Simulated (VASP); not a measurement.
Write the native input for VASP 6.6.1 that does the following.

| Item | Value |
| --- | --- |
| Task | single point |
| Functional | LDA |
| Potentials or basis | VASP PAW LDA potentials, release 64 (Sr_sv, O) |
| Cutoff | 600 eV |
| k mesh | 6 × 6 × 6 |
| Occupations | fermi-dirac, width 0.05 eV |
| Spin | no spin polarisation |
| Dipole correction | no |
| Further INCAR settings | ALGO = Normal; EDIFF = 1e-06; NBANDS = 15 |

The structure of SrO lies in POSCAR:

```
SrO
1.0
    0.0000000000      2.5329676558      2.6342863620
    2.5329676558      0.0000000000      2.6342863620
    2.5329676558      2.5329676558      0.0000000000
Sr O
1 1
Direct
    0.5000000000      0.5000000000      0.5000000000
    0.0000000000      0.0000000000      0.0000000000
```

One way to write it, as run:

INCAR

```
SYSTEM = SrO
PREC = Accurate
ENCUT = 600
EDIFF = 1E-6
ISMEAR = -1
SIGMA = 0.05
LREAL = .FALSE.
LASPH = .TRUE.
NELM = 120
ALGO = Normal
ISIF = 2
LWAVE = .FALSE.
LCHARG = .TRUE.
LELF = .TRUE.
LVHAR = .TRUE.
NBANDS = 15
GGA_COMPAT = .FALSE.
```

KPOINTS

```
Automatic mesh
0
G
  6 6 6
  0 0 0
```

Potentials or basis: VASP PAW LDA potentials, release 64 (Sr_sv, O).

Launch:

```console
$ cat potpaw_LDA.64/Sr_sv/POTCAR potpaw_LDA.64/O/POTCAR > POTCAR
$ mpirun -np 1 vasp_std > vasp.out
```

It gave:

```
Pressure               : -2.9 GPa
Band gap on the k mesh : 3.01 eV (least direct gap 3.07 eV)
```

Run time: 23 s on 1 thread of Intel(R) Xeon(R) 6975P-C (Granite Rapids) (shared host), peak memory 0.16 GiB.
